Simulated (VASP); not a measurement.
# Mg8HO8 (a cell with a defect) in VASP: notebook

The runs below take Mg8HO8 (a cell with a defect) through single point, with PBE.

Everything below comes from runs of VASP 6.6.1. Logs are shortened: lines on timing, memory, paths and dates and some standing lists are left out, and cuts for length are marked.

### Step 1. The cell of the first run

The cell holds a defect, 17 atoms: a = 6.008 Å, b = 6.008 Å, c = 6.008 Å, α = 60.00°, β = 60.00°, γ = 60.00°.

### Step 2. Single point, PBE, collinear spin, ferromagnetic start

File INCAR:

```
SYSTEM = Mg8HO8
  PREC = Accurate
  ENCUT = 520
  EDIFF = 1E-7
  ISMEAR = -1
  SIGMA = 0.05
  LREAL = Auto
  LASPH = .TRUE.
  NELM = 150
  ALGO = Normal
  ISIF = 2
  LWAVE = .FALSE.
  LCHARG = .FALSE.
  ISPIN = 2
  MAGMOM = 0 0 0 0 0 0 0 0 0 0 0 0 0 0 0 0 1
  LORBIT = 11
  GGA = PE
  NBANDS = 50
```

File KPOINTS:

```
regular mesh
0
G
  2 2 2
  0 0 0
```

File POSCAR:

```
Mg8HO8
1.0
    0.0000000000      4.2483000000      4.2483000000
    4.2483000000      0.0000000000      4.2483000000
    4.2483000000      4.2483000000      0.0000000000
Mg O H
8 8 1
Direct
    0.0108984770     -0.0105689335     -0.0324365040
    0.0042487583     -0.0323070405      0.4926323471
   -0.0072734976      0.4815102512      0.0134406704
    0.0083680531      0.4888190570      0.4791681378
    0.5290116046     -0.0407692489     -0.0045665325
    0.5147941530     -0.0308594026      0.4762375538
    0.5052491585      0.4817574088     -0.0070028011
    0.5110867877      0.4540286703      0.5026598875
    0.2406138926      0.2175223030      0.2673775393
    0.2666007580      0.2261375138      0.7280559283
    0.2725913895      0.7244897959      0.2412141327
    0.2426970788      0.7356707389      0.7409434362
    0.7722736153      0.2223595320      0.2289033260
    0.7803709719      0.2240778664      0.7155450415
    0.7623755385      0.7297507238      0.2429442365
    0.7563849069      0.7138031683      0.7386837088
    0.3669938564      0.3222230068      0.9117058588
```

Potentials or basis: VASP PAW PBE potentials, release 64 (Mg, O, H).

Command:

```
cat potpaw_PBE.64/Mg/POTCAR potpaw_PBE.64/O/POTCAR potpaw_PBE.64/H/POTCAR > POTCAR
mpirun -np 1 vasp_std > vasp.out
```

OUTCAR:

```text
SYSTEM = Mg8HO8
   PREC = Accurate
   ENCUT = 520
   EDIFF = 1E-7
   ISMEAR = -1
   LREAL = Auto
   LASPH = .TRUE.
   NELM = 150
   ISIF = 2
   ISPIN = 2
   LORBIT = 11
   GGA = PE

 ion  position               nearest neighbor table
   1  0.011  0.989  0.968-  12 2.04  14 2.05  10 2.09  13 2.10  15 2.16  11 2.27   5 2.91   2 2.94
                             4 2.97   3 2.98   6 2.99   7 3.00   7 3.01   6 3.02   4 3.04   3 3.05
   2  0.004  0.968  0.493-  14 2.04   9 2.07  12 2.07  11 2.11  13 2.11  16 2.13   4 2.91   5 2.94
                             1 2.94   8 2.94   6 2.99   3 2.99   6 3.02   3 3.03   8 3.07   1 3.07
   3  0.993  0.482  0.013-  17 1.85  15 2.03  13 2.05   9 2.13  12 2.15  16 2.18  10 2.30   5 2.83
                             4 2.87   8 2.92   1 2.98   2 2.99   7 2.99   7 3.02   2 3.03   1 3.05
   4  0.008  0.489  0.479-  15 2.05   9 2.06  16 2.06  14 2.10  11 2.13  10 2.16   3 2.87   2 2.91
                             6 2.93   7 2.95   1 2.97   8 2.99   8 3.03   1 3.04   7 3.06   6 3.08
   5  0.529  0.959  0.995-  17 1.80  15 2.04  11 2.09  16 2.14  14 2.20  10 2.25   9 2.26   3 2.83
                             6 2.88   1 2.91   2 2.94   7 2.95   8 2.97   8 3.04   7 3.06   2 3.07
   6  0.515  0.969  0.476-  15 2.01   9 2.06  16 2.14  12 2.15  10 2.16  13 2.17   5 2.88   4 2.93
                             8 2.98   2 2.99   1 2.99   7 2.99   7 3.02   1 3.02   2 3.02   8 3.03
   7  0.505  0.482  0.993-  17 1.88  16 2.05  11 2.09  13 2.14  12 2.19   9 2.25  14 2.27   5 2.95
                             4 2.95   3 2.99   6 2.99   8 3.00   1 3.00   1 3.01   8 3.01   6 3.02
   8  0.511  0.454  0.503-  17 2.01  10 2.01  14 2.06  11 2.13  13 2.15  12 2.21  15 2.24   3 2.92
                             2 2.94   5 2.97   6 2.98   4 2.99   7 3.00   7 3.01   4 3.03   6 3.03
   9  0.241  0.218  0.267-   4 2.06   6 2.06   2 2.07   3 2.13   7 2.25   5 2.26
  10  0.267  0.226  0.728-   8 2.01   1 2.09   4 2.16   6 2.16   5 2.25   3 2.30
  11  0.273  0.724  0.241-   7 2.09   5 2.09   2 2.11   4 2.13   8 2.13   1 2.27
  12  0.243  0.736  0.741-   1 2.04   2 2.07   3 2.15   6 2.15   7 2.19   8 2.21
  13  0.772  0.222  0.229-   3 2.05   1 2.10   2 2.11   7 2.14   8 2.15   6 2.17
  14  0.780  0.224  0.716-   2 2.04   1 2.05   8 2.06   4 2.10   5 2.20   7 2.27
  15  0.762  0.730  0.243-   6 2.01   3 2.03   5 2.04   4 2.05   1 2.16   8 2.24
  16  0.756  0.714  0.739-   7 2.05   4 2.06   2 2.13   5 2.14   6 2.14   3 2.18
  17  0.367  0.322  0.912-   5 1.80   3 1.85   7 1.88   8 2.01

  LATTYP: Found a face centered cubic cell.
 ALAT       =     8.4966000000

  Lattice vectors:

 A1 = (   0.0000000000,   4.2483000000,   4.2483000000)
 A2 = (   4.2483000000,   0.0000000000,   4.2483000000)
 A3 = (   4.2483000000,   4.2483000000,   0.0000000000)

Analysis of symmetry for initial positions (statically):
=====================================================================
 Subroutine PRICEL returns:
 Original cell was already a primitive cell.

 Routine SETGRP: Setting up the symmetry group for a
 face centered cubic supercell.

 Subroutine GETGRP returns: Found  1 space group operations
 (whereof  1 operations were pure point group operations)
 out of a pool of 48 trial point group operations.

The static configuration has the point symmetry C_1 .

Analysis of symmetry for dynamics (positions and initial velocities):
=====================================================================
 Subroutine PRICEL returns:
 Original cell was already a primitive cell.

 Routine SETGRP: Setting up the symmetry group for a
 face centered cubic supercell.

 Subroutine GETGRP returns: Found  1 space group operations
 (whereof  1 operations were pure point group operations)
 out of a pool of 48 trial point group operations.

The dynamic configuration has the point symmetry C_1 .

Analysis of structural, dynamic, and magnetic symmetry:
=====================================================================
 Subroutine PRICEL returns:
 Original cell was already a primitive cell.

 Routine SETGRP: Setting up the symmetry group for a
 face centered cubic supercell.

 Subroutine GETGRP returns: Found  1 space group operations
 (whereof  1 operations were pure point group operations)
 out of a pool of 48 trial point group operations.

The overall configuration has the point symmetry C_1 .

 Subroutine INISYM returns: Found  1 space group operations
 (whereof  1 operations are pure point group operations),
 and found     1 'primitive' translations

----------------------------------------------------------------------------------------

                                     Primitive cell

  volume of cell :     153.3471

  direct lattice vectors                    reciprocal lattice vectors
     0.000000000  4.248300000  4.248300000    -0.117694136  0.117694136  0.117694136
     4.248300000  0.000000000  4.248300000     0.117694136 -0.117694136  0.117694136
     4.248300000  4.248300000  0.000000000     0.117694136  0.117694136 -0.117694136

  length of vectors
     6.008003477  6.008003477  6.008003477     0.203852224  0.203852224  0.203852224

  position of ions in fractional coordinates (direct lattice)
     0.010898477  0.989431067  0.967563496
     0.004248758  0.967692959  0.492632347
     0.992726502  0.481510251  0.013440670
     0.008368053  0.488819057  0.479168138
     0.529011605  0.959230751  0.995433467
[... 64 lines left out ...]
  0.000000  0.000000  0.500000      1.000000
  0.500000  0.500000  0.500000      1.000000
  0.500000  0.500000  0.000000      1.000000
  0.000000  0.500000  0.500000      1.000000
  0.500000  0.000000  0.500000      1.000000
   k-points           NKPTS =      8   k-points in BZ     NKDIM =      8   number of bands    NBANDS=     50
   number of dos      NEDOS =    301   number of ions     NIONS =     17
   total plane-waves  NPLWV = 110592
   dimension x,y,z NGX =    48 NGY =   48 NGZ =   48
   dimension x,y,z NGXF=    96 NGYF=   96 NGZF=   96
   ions per type =               8   8   1
   NGX,Y,Z   is equivalent  to a cutoff of  13.28, 13.28, 13.28 a.u.
   NGXF,Y,Z  is equivalent  to a cutoff of  26.56, 26.56, 26.56 a.u.
 SYSTEM =  Mg8HO8
   PREC   = accura    normal or accurate (medium, high low for compatibility)
   ISTART =      0    job   : 0-new  1-cont  2-samecut
   ICHARG =      2    charge: 1-file 2-atom 10-const
   ISPIN  =      2    spin polarized calculation?
   LNONCOLLINEAR =      F non collinear calculations
   LSORBIT =      F    spin-orbit coupling
   LASPH  =      T    aspherical Exc in radial PAW
   ENCUT  =  520.0 eV  38.22 Ry    6.18 a.u.  11.17 11.17 11.17*2*pi/ulx,y,z
   NELM   =    150;   NELMIN=  2; NELMDL= -5     # of ELM steps
   EDIFF  = 0.1E-06   stopping-criterion for ELM
   LREAL  =      T    real-space projection
   EDIFFG = 0.1E-05   stopping-criterion for IOM
   NSW    =      0    number of steps for IOM
   IBRION =     -1    ionic relax: 0-MD 1-quasi-New 2-CG
   NFREE  =      0    steps in history (QN), initial steepest desc. (CG)
   ISIF   =      2    stress and relaxation
   ISYM   =      2    0-nonsym 1-usesym 2-fastsym
   POTIM  = 0.5000    time-step for ionic-motion
   TEBEG  =    0.0;   TEEND  =   0.0 temperature during run
   PSTRESS=    0.0 pullay stress
   NELECT =      65.0000    total number of electrons
   NUPDOWN=      -1.0000    fix difference up-down
   EMIN   =  10.00;   EMAX   =-10.00  energy-range for DOS
   EFERMI =   0.00;   METHOD = LEGACY
   ISMEAR =    -1;   SIGMA  =   0.05  broadening in eV -4-tet -1-fermi 0-gaus
   EFERMI_NEDOS =   21; number of points for ismear=-14 and -15
   IALGO  =     38    algorithm
   IMIX   =      4    mixing-type and parameters
     AMIX     =   0.40;   BMIX     =  1.00
     AMIX_MAG =   1.60;   BMIX_MAG =  1.00
  volume/ion in A,a.u.               =       9.02        60.87
  Fermi-wavevector in a.u.,A,eV,Ry     =   1.229761  2.323912 20.576261  1.512313
  Thomas-Fermi vector in A             =   2.364636
   LORBIT       =     11    0 simple, 1 ext, 2 COOP (PROOUT), +10 PAW based schemes
   GGA     = PE    functional components
   LHFCALC =     F    Hartree Fock is set to
   AEXX    =    0.0000 exact exchange contribution
   IVDW    =     0    specifies the selected vdW correction
   LEPSILON=     F    determine dielectric tensor
   LRPA    =     F    only Hartree local field effects (RPA)
 spin polarized calculation
  energy-cutoff  :      520.00
  volume of cell :      153.35
 maximum number of plane-waves:      4140
 NGX is ok and might be reduce to    48
   NGX = 23   NGY = 23   NGZ = 23

 number of electron      64.9999998 magnetization       0.7500110

 Free energy of the ion-electron system (eV)
  ---------------------------------------------------
  ext. energy  EPLUGINS =         0.00000000
  ---------------------------------------------------
  free energy    TOTEN  =       -94.24585457 eV

  energy without entropy =      -94.23499738  energy(sigma->0) =      -94.24042598

 E-fermi :   6.3396     XC(G=0): -11.0450

 val. band max:        6.2526217662   @ k =   0.5000   0.5000   0.0000
 cond. band min:       6.3694894469   @ k =   0.0000   0.5000   0.5000
 fundamental gap:      0.1168676807
 Fermi energy:         6.3396242988

 spin component 1

 k-point     1 :       0.0000    0.0000    0.0000
  band No.  band energies     occupation
      1     -14.2198      1.00000
      2     -13.2212      1.00000
      3     -13.0156      1.00000
      4     -12.8745      1.00000
      5     -12.8307      1.00000
      6     -12.6596      1.00000
[... 365 lines left out ...]
     43      14.2545      0.00000
     44      14.4639      0.00000
 Fermi energy:         6.3396242988

 spin component 2

 k-point     1 :       0.0000    0.0000    0.0000
  band No.  band energies     occupation
      1     -14.1581      1.00000
      2     -13.1829      1.00000
      3     -12.9139      1.00000
      4     -12.8507      1.00000
      5     -12.7683      1.00000
      6     -12.5621      1.00000
[... 365 lines left out ...]
     43      14.2622      0.00000
     44      14.4868      0.00000
 [bands above 44 left out]

------------------------ aborting loop because EDIFF is reached ----------------------------------------

  FORCE on cell =-STRESS in cart. coord.  units (eV):
  Direction    XX          YY          ZZ          XY          YZ          ZX
  --------------------------------------------------------------------------------------
  -------------------------------------------------------------------------------------
  Total        7.9224706      6.2822420      5.9772188     -0.2792696     -0.2042862     -0.4451250
  in kB       82.7743335     65.6371503     62.4502533     -2.9178210     -2.1343911     -4.6506865
  external PRESSURE =      70.2872457 kB  Pullay stress =       0.0000000 kB

 VOLUME and BASIS-vectors are now :
 -----------------------------------------------------------------------------
  energy-cutoff  :      520.00
  volume of cell :      153.35
      direct lattice vectors                 reciprocal lattice vectors
     0.000000000  4.248300000  4.248300000    -0.117694136  0.117694136  0.117694136
     4.248300000  0.000000000  4.248300000     0.117694136 -0.117694136  0.117694136
     4.248300000  4.248300000  0.000000000     0.117694136  0.117694136 -0.117694136

 POSITION                                       TOTAL-FORCE (eV/Angst)
 -----------------------------------------------------------------------------------
      8.31390      4.15680      4.24970         0.178291      0.597097      0.525916
      6.20390      2.11090      4.12910        -0.348762      0.134022      0.329438
      2.10270      4.27450      6.26300        -1.160892     -0.317384      0.173343
      4.11230      2.07120      2.11220         0.003264      0.912861     -0.258736
      8.30400      6.47630      6.32250        -0.146644     -0.921295     -0.552625
      6.14040      4.21020      6.30420         1.092525      0.253316     -0.269681
[... 9 lines left out ...]
      6.17060      6.35150      6.24580         0.571525      0.133883      0.508250
      5.24210      5.43230      2.92800        -0.112095     -0.152886      0.446335
 -----------------------------------------------------------------------------------
    total drift:                                0.004919      0.004382      0.002375

  FREE ENERGIE OF THE ION-ELECTRON SYSTEM (eV)
  ---------------------------------------------------
  free  energy   TOTEN  =       -94.2458545709 eV

  energy  without entropy=      -94.2349973793  energy(sigma->0) =      -94.24042598

 total charge

# of ion       s       p       d       tot
------------------------------------------
    1        0.149   0.176   0.078   0.403
    2        0.152   0.184   0.083   0.419
    3        0.149   0.180   0.080   0.409
    4        0.151   0.183   0.082   0.417
    5        0.149   0.176   0.077   0.401
    6        0.149   0.177   0.078   0.403
[... 9 lines left out ...]
   16        1.542   3.553   0.000   5.095
   17        0.544   0.018   0.000   0.563
--------------------------------------------------
tot         14.124  29.769   0.631  44.524

 magnetization (x)

# of ion       s       p       d       tot
------------------------------------------
    1       -0.000   0.000   0.000   0.001
    2        0.000   0.001   0.001   0.002
    3       -0.001   0.001   0.002   0.002
    4        0.000   0.001   0.001   0.002
    5        0.000   0.002   0.003   0.005
    6        0.000   0.001   0.001   0.002
[... 9 lines left out ...]
   16       -0.000  -0.000   0.000  -0.001
   17        0.207   0.001   0.000   0.208
--------------------------------------------------
tot          0.231   0.320   0.010   0.561
```

It took 3.1 min on 1 thread of Intel Xeon 6975P-C (Granite Rapids), shared host; peak memory 0.42 GiB.

What came out:

| Quantity | Value |
| --- | --- |
| Free energy | -94.2459 eV |
| Pressure | 7.0 GPa |
| Largest force | 1.216 eV/Å |
| Net moment | 0.75 μB per cell |
| Site moments | Mg +0.00, +0.01, -0.00; O +0.13, +0.08, -0.00, +0.06, +0.07; H +0.21 μB |
| Valence electrons inside the program's atomic spheres | Mg 0.40, 0.42, 0.41, 0.39; O 5.08, 5.07, 5.09, 5.12; H 0.56 |

Forces on the atoms (eV/Å):
```
Mg   0.178  0.597  0.526
Mg  -0.349  0.134  0.329
Mg  -1.161 -0.317  0.173
Mg   0.003  0.913 -0.259
Mg  -0.147 -0.921 -0.553
Mg   1.093  0.253 -0.270
Mg  -0.136 -0.048  0.145
Mg   0.443 -0.363  0.188
O    0.114  0.455  0.452
O   -0.546 -0.292 -0.738
O   -0.266 -0.339 -0.310
O    0.015  0.303  0.348
O    0.241 -0.332 -0.543
O    0.387  0.378 -0.437
O   -0.330 -0.401 -0.006
O    0.572  0.134  0.508
H   -0.112 -0.153  0.446
```

Stress tensor (GPa, compression positive):
```
 8.28 -0.29 -0.47
-0.29  6.56 -0.21
-0.47 -0.21  6.25
```

Caveat: the k points lie up to 0.64 Å⁻¹ apart.

### Step 3. Single point, PBE, collinear spin, ferromagnetic start

File INCAR:

```
  PREC = Accurate
  ENCUT = 520
  EDIFF = 1E-6
  ISMEAR = -1
  SIGMA = 0.05
  LREAL = Auto
  LASPH = True
  NELM = 150
  ALGO = Normal
  ISIF = 2
  LWAVE = False
  LCHARG = True
  ISPIN = 2
  MAGMOM = 0 0 0 0 0 0 0 0 0 0 0 0 0 0 0 0 1
  LORBIT = 11
  GGA = PE
  LELF = True
  LVHAR = True
  NBANDS = 50
```

File KPOINTS:

```
regular mesh
0
Gamma
  2 2 2
```

File POSCAR:

```
Mg8HO8
1.0
    0.0000000000      4.2483000000      4.2483000000
    4.2483000000      0.0000000000      4.2483000000
    4.2483000000      4.2483000000      0.0000000000
Mg O H
8 8 1
Direct
    0.0103688534     -0.0198314620     -0.0163241767
    0.0186309818     -0.0257867853      0.4825106513
    0.0145705341      0.4817691783     -0.0191606054
    0.0206670904      0.4782854318      0.4869947979
    0.5045312243     -0.0312360238     -0.0164065626
    0.5076383495     -0.0216557211      0.4934208978
    0.5075559636      0.4816161759     -0.0036838265
    0.5051432338      0.4669161782      0.4913494810
    0.2495586470      0.2177576913      0.2513005202
    0.2425911541      0.2120377563      0.7378716192
    0.2625167714      0.7210531271      0.2409081280
    0.2724383871      0.7325047666      0.7314219806
    0.7317044465      0.2300214203      0.2513240590
    0.7730033190      0.2007273498      0.7425205376
    0.7743450321      0.7257373538      0.2342231010
    0.7673304616      0.7258785867      0.7480757009
    0.3833533413      0.3230939435      0.8900736765
```

Potentials or basis: VASP PAW PBE potentials, release 64 (Mg, O, H).

Command:

```
cat potpaw_PBE.64/Mg/POTCAR potpaw_PBE.64/O/POTCAR potpaw_PBE.64/H/POTCAR > POTCAR
mpirun -np 1 vasp_std > vasp.out
```

It took 3 min on 1 thread of Intel Xeon 6975P-C (Granite Rapids), shared host; peak memory 0.43 GiB.

The run converged. Its results:

```yaml
Free_energy: -94.2176 eV
Pressure: 7.1 GPa
Largest_force: 1.349 eV/Å
Net_moment: 0.75 μB per cell
Site_moments: Mg +0.00, +0.01; O +0.11, +0.07, -0.00, +0.09; H +0.21 μB
Valence_electrons_inside_the_program's_atomic_spheres: Mg 0.42, 0.41, 0.40, 0.39; O 5.08, 5.11, 5.10, 5.07; H 0.57
```

Forces on the atoms (eV/Å):
```
Mg   0.019 -0.238 -1.027
Mg   0.566 -0.013 -0.334
Mg   0.782  0.025 -0.459
Mg  -0.042 -0.920 -0.986
Mg  -0.037  1.243  0.240
Mg  -0.968 -0.115 -0.194
Mg  -0.796 -0.135 -0.035
Mg   0.320  0.674  0.850
O    0.396  0.309 -0.080
O    0.261  0.163  0.629
O    0.282 -0.132  0.130
O    0.017 -0.269 -0.199
O   -0.596  0.608  0.854
O    0.257 -0.417  0.850
O    0.130 -0.014 -0.607
O   -0.669 -0.493 -0.341
H    0.078 -0.278  0.709
```

Stress tensor (GPa, compression positive):
```
 7.02 -0.23  0.66
-0.23  6.47 -0.22
 0.66 -0.22  7.95
```

Levels at points of the mesh, in eV from the Fermi level:
Spin up:
```csv
k point,band 30,band 31,band 32,band 33,band 34,band 35,band 36,band 37
"(0.00, 0.00, 0.00)",-3.03,-3.00,-2.92,-1.59,1.91,4.48,4.56,4.63
"(0.50, 0.00, 0.00)",-3.63,-3.18,-3.07,-0.37,3.80,4.25,5.90,6.16
"(0.00, 0.50, 0.00)",-3.41,-3.30,-3.25,-0.50,3.71,4.34,6.01,6.17
"(0.00, 0.00, 0.50)",-3.32,-3.30,-3.24,-0.30,3.72,4.28,6.04,6.24
"(0.50, 0.50, 0.50)",-3.59,-3.18,-3.08,-0.42,3.61,4.52,6.05,6.19
"(0.50, 0.50, 0.00)",-3.56,-3.49,-3.40,-0.01,4.56,5.03,5.97,6.10
"(0.00, 0.50, 0.50)",-3.69,-3.59,-3.23,-0.03,4.70,4.90,5.79,6.12
"(0.50, 0.00, 0.50)",-3.51,-3.43,-3.40,-0.07,4.62,4.97,5.72,6.24
```
Spin down:
| k point | band 28 | band 29 | band 30 | band 31 | band 32 | band 33 | band 34 | band 35 | band 36 | band 37 |
| --- | --- | --- | --- | --- | --- | --- | --- | --- | --- | --- |
| (0.00, 0.00, 0.00) | -3.52 | -3.51 | -2.97 | -2.92 | -2.86 | -0.56 | 2.04 | 4.50 | 4.58 | 4.65 |
| (0.50, 0.00, 0.00) | -3.70 | -3.51 | -3.50 | -3.16 | -3.04 | 0.67 | 3.82 | 4.32 | 5.94 | 6.21 |
| (0.00, 0.50, 0.00) | -3.91 | -3.36 | -3.28 | -3.25 | -3.21 | 0.55 | 3.73 | 4.42 | 6.05 | 6.19 |
| (0.00, 0.00, 0.50) | -3.92 | -3.32 | -3.29 | -3.23 | -3.20 | 0.76 | 3.74 | 4.35 | 6.07 | 6.25 |
| (0.50, 0.50, 0.50) | -3.70 | -3.63 | -3.58 | -3.07 | -3.01 | 0.63 | 3.64 | 4.60 | 6.07 | 6.19 |
| (0.50, 0.50, 0.00) | -3.83 | -3.55 | -3.47 | -3.40 | -3.36 | 1.07 | 4.59 | 5.06 | 6.00 | 6.14 |
| (0.00, 0.50, 0.50) | -3.68 | -3.66 | -3.62 | -3.55 | -3.20 | 1.04 | 4.73 | 4.93 | 5.82 | 6.16 |
| (0.50, 0.00, 0.50) | -3.81 | -3.49 | -3.48 | -3.41 | -3.35 | 1.01 | 4.66 | 5.01 | 5.76 | 6.28 |

Caveat: the k points lie up to 0.64 Å⁻¹ apart.
